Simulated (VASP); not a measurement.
# TaTe (Pm-3m) in VASP: settings compared

TaTe is run at these levels: PBE, PBEsol-based screened hybrid; tasks: single point.

Everything below comes from runs of VASP 6.6.1. Logs are shortened: lines on timing, memory, paths and dates and some standing lists are left out, and cuts for length are marked.

**1. The cell of the first run**

The structure is cubic, space group Pm-3m (No. 221). The conventional cell has a = 3.397 Å, b = 3.397 Å, c = 3.397 Å, α = 90.00°, β = 90.00°, γ = 90.00°. Ta (site symmetry m-3m) has 8 Te at 2.94 Å and 6 Ta at 3.40 Å within 3.9 Å. Within 3.9 Å of Te (site symmetry m-3m) lie 8 Ta at 2.94 Å and 6 Te at 3.40 Å.

**2. Single point, PBE**

INCAR

```
PREC = Accurate
ENCUT = 520
EDIFF = 1E-6
ISMEAR = -1
SIGMA = 0.05
LREAL = False
LASPH = True
NELM = 60
ALGO = Normal
ISIF = 2
LWAVE = False
LCHARG = False
GGA = PE
NBANDS = 16
```

KPOINTS

```
regular mesh
0
Gamma
  8 8 8
```

POSCAR

```
TaTe
1.0
    3.3971356842      0.0000000000      0.0000000000
    0.0000000000      3.3971356842      0.0000000000
    0.0000000000      0.0000000000      3.3971356842
Ta Te
1 1
Direct
    0.5000000000      0.5000000000      0.5000000000
    0.0000000000      0.0000000000      0.0000000000
```

Potentials or basis: VASP PAW PBE potentials, release 64 (Ta_pv, Te).

Command:

```sh
$ cat potpaw_PBE.64/Ta_pv/POTCAR potpaw_PBE.64/Te/POTCAR > POTCAR
$ mpirun -np 1 vasp_std > vasp.out
```

OUTCAR:

```text
PREC = Accurate
   ENCUT = 520
   EDIFF = 1E-6
   ISMEAR = -1
   LREAL = False
   LASPH = True
   NELM = 60
   ISIF = 2
   GGA = PE

 ion  position               nearest neighbor table
   1  0.500  0.500  0.500-   2 2.94   2 2.94   2 2.94   2 2.94   2 2.94   2 2.94   2 2.94   2 2.94

   2  0.000  0.000  0.000-   1 2.94   1 2.94   1 2.94   1 2.94   1 2.94   1 2.94   1 2.94   1 2.94

  LATTYP: Found a simple cubic cell.
 ALAT       =     3.3971356842

  Lattice vectors:

 A1 = (   3.3971356842,   0.0000000000,   0.0000000000)
 A2 = (   0.0000000000,   3.3971356842,   0.0000000000)
 A3 = (   0.0000000000,   0.0000000000,   3.3971356842)

Analysis of symmetry for initial positions (statically):
=====================================================================
 Subroutine PRICEL returns:
 Original cell was already a primitive cell.

 Routine SETGRP: Setting up the symmetry group for a
 simple cubic supercell.

 Subroutine GETGRP returns: Found 48 space group operations
 (whereof 48 operations were pure point group operations)
 out of a pool of 48 trial point group operations.

The static configuration has the point symmetry O_h .

Analysis of symmetry for dynamics (positions and initial velocities):
=====================================================================
 Subroutine PRICEL returns:
 Original cell was already a primitive cell.

 Routine SETGRP: Setting up the symmetry group for a
 simple cubic supercell.

 Subroutine GETGRP returns: Found 48 space group operations
 (whereof 48 operations were pure point group operations)
 out of a pool of 48 trial point group operations.

The dynamic configuration has the point symmetry O_h .

 Subroutine INISYM returns: Found 48 space group operations
 (whereof 48 operations are pure point group operations),
 and found     1 'primitive' translations

----------------------------------------------------------------------------------------

                                     Primitive cell

  volume of cell :      39.2047

  direct lattice vectors                    reciprocal lattice vectors
     3.397135684  0.000000000  0.000000000     0.294365634  0.000000000  0.000000000
     0.000000000  3.397135684  0.000000000     0.000000000  0.294365634  0.000000000
     0.000000000  0.000000000  3.397135684     0.000000000  0.000000000  0.294365634

  length of vectors
     3.397135684  3.397135684  3.397135684     0.294365634  0.294365634  0.294365634

  position of ions in fractional coordinates (direct lattice)
     0.500000000  0.500000000  0.500000000
     0.000000000  0.000000000  0.000000000

  ion indices of the primitive-cell ions
   primitive index   ion index
                 1           1
                 2           2

----------------------------------------------------------------------------------------

 KPOINTS: regular mesh

Automatic generation of k-mesh.
 Grid dimensions read from file:
 generate k-points for:    8    8    8

 Generating k-lattice:

  Cartesian coordinates                     Fractional coordinates (reciprocal lattice)
     0.036795704  0.000000000  0.000000000     0.125000000  0.000000000  0.000000000
     0.000000000  0.036795704  0.000000000     0.000000000  0.125000000  0.000000000
     0.000000000  0.000000000  0.036795704     0.000000000  0.000000000  0.125000000

  Length of vectors
     0.036795704  0.036795704  0.036795704

  Shift w.r.t. Gamma in fractional coordinates (k-lattice)
     0.000000000  0.000000000  0.000000000

 Subroutine IBZKPT returns following result:
 ===========================================

 Found     35 irreducible k-points:

 Following reciprocal coordinates:
            Coordinates               Weight
  0.000000  0.000000  0.000000      1.000000
  0.125000  0.000000  0.000000      6.000000
  0.250000  0.000000  0.000000      6.000000
  0.375000  0.000000  0.000000      6.000000
  0.500000  0.000000  0.000000      3.000000
  0.125000  0.125000  0.000000     12.000000
[... 16 lines left out ...]
  0.375000  0.375000  0.125000     24.000000
  0.500000  0.375000  0.125000     24.000000
 [... further k-points ...]
   k-points           NKPTS =     35   k-points in BZ     NKDIM =     35   number of bands    NBANDS=     16
   number of dos      NEDOS =    301   number of ions     NIONS =      2
   total plane-waves  NPLWV =  21952
   dimension x,y,z NGX =    28 NGY =   28 NGZ =   28
   dimension x,y,z NGXF=    56 NGYF=   56 NGZF=   56
   ions per type =               1   1
   NGX,Y,Z   is equivalent  to a cutoff of  13.70, 13.70, 13.70 a.u.
   NGXF,Y,Z  is equivalent  to a cutoff of  27.40, 27.40, 27.40 a.u.
 SYSTEM =  unknown system
   PREC   = accura    normal or accurate (medium, high low for compatibility)
   ISTART =      0    job   : 0-new  1-cont  2-samecut
   ICHARG =      2    charge: 1-file 2-atom 10-const
   ISPIN  =      1    spin polarized calculation?
   LNONCOLLINEAR =      F non collinear calculations
   LSORBIT =      F    spin-orbit coupling
   LASPH  =      T    aspherical Exc in radial PAW
   ENCUT  =  520.0 eV  38.22 Ry    6.18 a.u.   6.32  6.32  6.32*2*pi/ulx,y,z
   NELM   =     60;   NELMIN=  2; NELMDL= -5     # of ELM steps
   EDIFF  = 0.1E-05   stopping-criterion for ELM
   LREAL  =      F    real-space projection
   EDIFFG = 0.1E-04   stopping-criterion for IOM
   NSW    =      0    number of steps for IOM
   IBRION =     -1    ionic relax: 0-MD 1-quasi-New 2-CG
   NFREE  =      0    steps in history (QN), initial steepest desc. (CG)
   ISIF   =      2    stress and relaxation
   ISYM   =      2    0-nonsym 1-usesym 2-fastsym
   POTIM  = 0.5000    time-step for ionic-motion
   TEBEG  =    0.0;   TEEND  =   0.0 temperature during run
   PSTRESS=    0.0 pullay stress
   NELECT =      17.0000    total number of electrons
   NUPDOWN=      -1.0000    fix difference up-down
   EMIN   =  10.00;   EMAX   =-10.00  energy-range for DOS
   EFERMI =   0.00;   METHOD = LEGACY
   ISMEAR =    -1;   SIGMA  =   0.05  broadening in eV -4-tet -1-fermi 0-gaus
   EFERMI_NEDOS =   21; number of points for ismear=-14 and -15
   IALGO  =     38    algorithm
   IMIX   =      4    mixing-type and parameters
     AMIX     =   0.40;   BMIX     =  1.00
     AMIX_MAG =   1.60;   BMIX_MAG =  1.00
  volume/ion in A,a.u.               =      19.60       132.28
  Fermi-wavevector in a.u.,A,eV,Ry     =   1.239115  2.341588 20.890463  1.535406
  Thomas-Fermi vector in A             =   2.373612
   LORBIT       =      0    0 simple, 1 ext, 2 COOP (PROOUT), +10 PAW based schemes
   GGA     = PE    functional components
   LHFCALC =     F    Hartree Fock is set to
   AEXX    =    0.0000 exact exchange contribution
   IVDW    =     0    specifies the selected vdW correction
   LEPSILON=     F    determine dielectric tensor
   LRPA    =     F    only Hartree local field effects (RPA)
 non-spin polarized calculation
  energy-cutoff  :      520.00
  volume of cell :       39.20
 maximum number of plane-waves:      1074
 NGX is ok and might be reduce to    28
   NGX = 13   NGY = 13   NGZ = 13

 number of electron      17.0000004 magnetization

 Free energy of the ion-electron system (eV)
  ---------------------------------------------------
  ext. energy  EPLUGINS =         0.00000000
  ---------------------------------------------------
  free energy    TOTEN  =       -14.53063318 eV

  energy without entropy =      -14.50309713  energy(sigma->0) =      -14.51686516

 E-fermi :   9.9768     XC(G=0): -11.9994

 val. band max:        9.9536296699   @ k =   0.5000   0.3750   0.2500
 cond. band min:       9.9881308761   @ k =   0.3750   0.3750   0.2500
 fundamental gap:      0.0345012062
 Fermi energy:         9.9767802320

 k-point     1 :       0.0000    0.0000    0.0000
  band No.  band energies     occupation
      1     -24.9285      2.00000
      2     -24.9285      2.00000
      3     -24.9285      2.00000
      4      -5.0478      2.00000
      5       7.0750      2.00000
      6       7.0750      2.00000
[... 8 lines left out ...]
     15      18.5746      0.00000
     16      22.3624      0.00000

 k-point     2 :       0.1250    0.0000    0.0000
  band No.  band energies     occupation
      1     -24.9536      2.00000
      2     -24.9260      2.00000
      3     -24.9260      2.00000
      4      -4.8405      2.00000
      5       5.9512      2.00000
      6       7.1772      2.00000
[... 8 lines left out ...]
     15      19.0912      0.00000
     16      22.3570      0.00000

 k-point     3 :       0.2500    0.0000    0.0000
  band No.  band energies     occupation
      1     -25.0135      2.00000
      2     -24.9198      2.00000
      3     -24.9198      2.00000
      4      -4.2584      2.00000
      5       3.8726      2.00000
      6       7.4487      2.00000
[... 8 lines left out ...]
     15      20.5224      0.00000
     16      20.5224      0.00000

 k-point     4 :       0.3750    0.0000    0.0000
  band No.  band energies     occupation
      1     -25.0726      2.00000
      2     -24.9136      2.00000
      3     -24.9136      2.00000
      4      -3.4690      2.00000
      5       2.0454      2.00000
      6       7.1390      2.00000
[... 8 lines left out ...]
     15      18.4178      0.00000
     16      18.4178      0.00000

 k-point     5 :       0.5000    0.0000    0.0000
  band No.  band energies     occupation
      1     -25.0969      2.00000
      2     -24.9110      2.00000
      3     -24.9110      2.00000
      4      -3.0075      2.00000
      5       1.2252      2.00000
      6       6.9710      2.00000
[... 8 lines left out ...]
     15      17.0795      0.00000
     16      17.0795      0.00000

 k-point     6 :       0.1250    0.1250    0.0000
  band No.  band energies     occupation
      1     -24.9522      2.00000
      2     -24.9495      2.00000
      3     -24.9235      2.00000
      4      -4.6421      2.00000
      5       5.9904      2.00000
      6       6.0877      2.00000
[... 8 lines left out ...]
     15      18.7506      0.00000
     16      21.2537      0.00000

 k-point     7 :       0.2500    0.1250    0.0000
  band No.  band energies     occupation
      1     -25.0103      2.00000
      2     -24.9441      2.00000
      3     -24.9176      2.00000
      4      -4.0883      2.00000
      5       3.9964      2.00000
      6       6.2561      2.00000
[... 8 lines left out ...]
     15      18.9438      0.00000
     16      20.2097      0.00000

 k-point     8 :       0.3750    0.1250    0.0000
  band No.  band energies     occupation
      1     -25.0690      2.00000
      2     -24.9375      2.00000
      3     -24.9117      2.00000
      4      -3.3493      2.00000
      5       2.2556      2.00000
      6       6.3995      2.00000
[... 8 lines left out ...]
     15      17.2645      0.00000
     16      18.5716      0.00000

 k-point     9 :       0.5000    0.1250    0.0000
  band No.  band energies     occupation
      1     -25.0931      2.00000
      2     -24.9348      2.00000
      3     -24.9093      2.00000
      4      -2.9291      2.00000
      5       1.4891      2.00000
      6       6.4328      2.00000
[... 8 lines left out ...]
     15      17.2317      0.00000
     16      17.8189      0.00000
[... 172 lines left out ...]
 k-point    19 :       0.5000    0.1250    0.1250
  band No.  band energies     occupation
      1     -25.0893      2.00000
      2     -24.9344      2.00000
      3     -24.9311      2.00000
      4      -2.8394      2.00000
      5       1.7344      2.00000
      6       6.0962      2.00000
[... 8 lines left out ...]
     15      17.0233      0.00000
     16      17.0933      0.00000

 k-point    20 :       0.2500    0.2500    0.1250
  band No.  band energies     occupation
      1     -25.0025      2.00000
      2     -24.9968      2.00000
      3     -24.9358      2.00000
      4      -3.4721      2.00000
      5       4.2358      2.00000
      6       4.9253      2.00000
[... 8 lines left out ...]
     15      19.1227      0.00000
     16      19.5887      0.00000

 k-point    21 :       0.3750    0.2500    0.1250
  band No.  band energies     occupation
      1     -25.0568      2.00000
      2     -24.9921      2.00000
      3     -24.9301      2.00000
      4      -2.9006      2.00000
      5       3.0125      2.00000
      6       5.0433      2.00000
[... 8 lines left out ...]
     15      17.9338      0.00000
     16      19.9266      0.00000

 k-point    22 :       0.5000    0.2500    0.1250
  band No.  band energies     occupation
      1     -25.0802      2.00000
      2     -24.9890      2.00000
      3     -24.9277      2.00000
      4      -2.6008      2.00000
      5       2.4124      2.00000
      6       5.1480      2.00000
[... 8 lines left out ...]
     15      17.9329      0.00000
     16      19.1803      0.00000

 k-point    23 :       0.3750    0.3750    0.1250
  band No.  band energies     occupation
      1     -25.0494      2.00000
      2     -25.0467      2.00000
      3     -24.9249      2.00000
      4      -2.5108      2.00000
      5       3.5150      2.00000
      6       4.1333      2.00000
[... 8 lines left out ...]
     15      18.8583      0.00000
     16      19.6961      0.00000

 k-point    24 :       0.5000    0.3750    0.1250
  band No.  band energies     occupation
      1     -25.0711      2.00000
      2     -25.0445      2.00000
      3     -24.9228      2.00000
      4      -2.3211      2.00000
      5       3.3180      2.00000
      6       4.2309      2.00000
[... 8 lines left out ...]
     15      18.4463      0.00000
     16      20.6463      0.00000

 [... further k-points ...]
[... 5 lines left out ...]
  --------------------------------------------------------------------------------------
  -------------------------------------------------------------------------------------
  Total        0.7891487      0.7891487      0.7891487     -0.0000000      0.0000000     -0.0000000
  in kB       32.2500755     32.2500755     32.2500755     -0.0000000      0.0000000     -0.0000000
  external PRESSURE =      32.2500755 kB  Pullay stress =       0.0000000 kB

 VOLUME and BASIS-vectors are now :
 -----------------------------------------------------------------------------
  energy-cutoff  :      520.00
  volume of cell :       39.20
      direct lattice vectors                 reciprocal lattice vectors
     3.397135684  0.000000000  0.000000000     0.294365634  0.000000000  0.000000000
     0.000000000  3.397135684  0.000000000     0.000000000  0.294365634  0.000000000
     0.000000000  0.000000000  3.397135684     0.000000000  0.000000000  0.294365634

 POSITION                                       TOTAL-FORCE (eV/Angst)
 -----------------------------------------------------------------------------------
      1.69857      1.69857      1.69857         0.000000      0.000000      0.000000
      0.00000      0.00000      0.00000         0.000000      0.000000      0.000000
 -----------------------------------------------------------------------------------
    total drift:                                0.000000      0.000000      0.000000

  FREE ENERGIE OF THE ION-ELECTRON SYSTEM (eV)
  ---------------------------------------------------
  free  energy   TOTEN  =       -14.5306331830 eV

  energy  without entropy=      -14.5030971285  energy(sigma->0) =      -14.51686516
```

Wall time 32 s (1 thread of Intel Xeon 8259CL, shared host); peak memory 0.17 GiB.

What came out:

```yaml
Free_energy: -14.5306 eV
Pressure: 3.2 GPa
```

Caveat: spin-orbit coupling is left out, which moves the levels of the heavy elements.

**3. Single point, PBE**

This run uses another cell than the first one, of 21.20 Å³/atom, 1.082 times its volume.

INCAR

```
ALGO = Normal
EDIFF = 1E-7
ENCUT = 520
GGA = PE
ISIF = 2
ISMEAR = -1
LASPH = True
LCHARG = False
LREAL = False
LWAVE = False
NBANDS = 16
NELM = 60
PREC = Accurate
SIGMA = 0.05
```

KPOINTS

```
k-points
0
Gamma
  8 8 8
```

POSCAR

```
TaTe
1.0
    3.4871676178      0.0000000000      0.0000000000
    0.0000000000      3.4871676178      0.0000000000
    0.0000000000      0.0000000000      3.4871676178
Ta Te
1 1
Direct
    0.5000000000      0.5000000000      0.5000000000
    0.0000000000      0.0000000000      0.0000000000
```

Potentials or basis: VASP PAW PBE potentials, release 64 (Ta_pv, Te).

Command:

```sh
$ cat potpaw_PBE.64/Ta_pv/POTCAR potpaw_PBE.64/Te/POTCAR > POTCAR
$ mpirun -np 1 vasp_std > vasp.out
```

It took 34 s on 1 thread of Intel Xeon 8259CL, shared host; peak memory 0.17 GiB.

The run converged. Its results:

```
Free energy : -14.4829 eV
Pressure    : -7.3 GPa
```

Levels at points of the mesh, in eV from the Fermi level:
```tsv
k point	band 6	band 7	band 8	band 9	band 10	band 11	band 12	band 13
(0.00, 0.00, 0.00)	-2.59	-1.50	-1.50	-1.50	1.27	1.27	1.27	1.46
(0.50, 0.00, 0.00)	-2.83	-2.83	-1.82	1.45	2.46	4.46	4.62	4.75
(0.50, 0.50, 0.00)	-5.68	-3.25	-0.24	-0.24	0.32	1.18	2.83	3.17
(0.50, 0.50, 0.50)	-6.34	-6.34	1.42	1.42	1.42	2.96	2.96	4.08
```

Caveat: spin-orbit coupling is left out, which moves the levels of the heavy elements.

**4. Single point, PBEsol-based screened hybrid**

This run uses another cell than the first one, of 18.99 Å³/atom, 0.969 times its volume.

POSCAR

```
TaTe
1.0
    3.3613039619      0.0000000000      0.0000000000
    0.0000000000      3.3613039619      0.0000000000
    0.0000000000      0.0000000000      3.3613039619
Ta Te
1 1
Direct
    0.5000000000      0.5000000000      0.5000000000
    0.0000000000      0.0000000000      0.0000000000
```

INCAR.step1

```
SYSTEM = TaTe
  PREC = Accurate
  ENCUT = 520
  EDIFF = 1E-5
  ISMEAR = -1
  SIGMA = 0.05
  LREAL = .FALSE.
  LASPH = .TRUE.
  NELM = 80
  ALGO = Normal
  ISIF = 2
  LWAVE = .TRUE.
  LCHARG = .FALSE.
  NBANDS = 16
  GGA = PE
```

INCAR.step2

```
SYSTEM = TaTe
  PREC = Accurate
  ENCUT = 520
  EDIFF = 1E-6
  ISMEAR = -1
  SIGMA = 0.05
  LREAL = .FALSE.
  LASPH = .TRUE.
  NELM = 80
  ALGO = Normal
  ISIF = 2
  LWAVE = .FALSE.
  LCHARG = .FALSE.
  GGA = PS
  LHFCALC = .TRUE.
  AEXX = 0.25
  HFSCREEN = 0.207
  PRECFOCK = Normal
  NBANDS = 16
  ISTART = 1
```

KPOINTS

```
Automatic mesh
0
G
  4 4 4
  0 0 0
```

Command:

```sh
$ cat potpaw_PBE.64/Ta_pv/POTCAR potpaw_PBE.64/Te/POTCAR > POTCAR
$ cp INCAR.step1 INCAR
$ mpirun -np 1 vasp_std > vasp.out
$ cp INCAR.step2 INCAR
$ mpirun -np 1 vasp_std > vasp.out
```

Wall time 8.6 min (1 thread of Intel Xeon Platinum 8259CL at 2.50GHz (Skylake/Cascade Lake), shared host); peak memory 0.26 GiB.

Results (log left out):

- Free energy: -18.2240 eV
- Pressure: -0.9 GPa

Levels at points of the mesh, in eV from the Fermi level:
| k point | band 6 | band 7 | band 8 | band 9 | band 10 | band 11 |
| --- | --- | --- | --- | --- | --- | --- |
| (0.00, 0.00, 0.00) | -4.15 | -2.31 | -2.31 | -2.31 | 1.42 | 1.42 |
| (0.50, 0.00, 0.00) | -4.08 | -4.08 | -3.22 | 1.69 | 2.81 | 4.24 |
| (0.50, 0.50, 0.00) | -7.49 | -4.69 | -0.72 | -0.72 | 0.09 | 1.61 |
| (0.50, 0.50, 0.50) | -8.47 | -8.47 | 1.09 | 1.09 | 1.09 | 3.43 |

Caveat: the k points lie up to 0.47 Å⁻¹ apart; the PAW data sets were made with another functional, which shifts forces and pressure a little; spin-orbit coupling is left out, which moves the levels of the heavy elements.

**5. Summary**

| level | cell | k mesh | grid for exact exchange (PRECFOCK) | share of exact exchange | screening parameter | gap on the mesh (eV) | pressure (GPa) |
| --- | --- | --- | --- | --- | --- | --- | --- |
| PBE | a = 3.397 Å, 2 atoms | 8 × 8 × 8 | - | - | - | none | 3.2 |
| PBE | a = 3.487 Å, 2 atoms | 8 × 8 × 8 | - | - | - | none | -7.3 |
| PBEsol-based screened hybrid | a = 3.361 Å, 2 atoms | 4 × 4 × 4 | Normal | 0.25 | 0.207 1/Å | none | -0.9 |

Alike in all rows: task single point; potentials or basis VASP PAW PBE potentials, release 64 (Ta_pv, Te); no spin polarisation; cutoff (eV) 520; smearing fermi-dirac 0.05 eV.

Caveats: some runs use coarse meshes; spin-orbit coupling is left out, which moves the levels of the heavy elements; the PAW data sets were made with another functional, which shifts forces and pressure a little (some runs).

Total energies depend on the potentials used, so only differences within one code and one set of settings carry meaning.
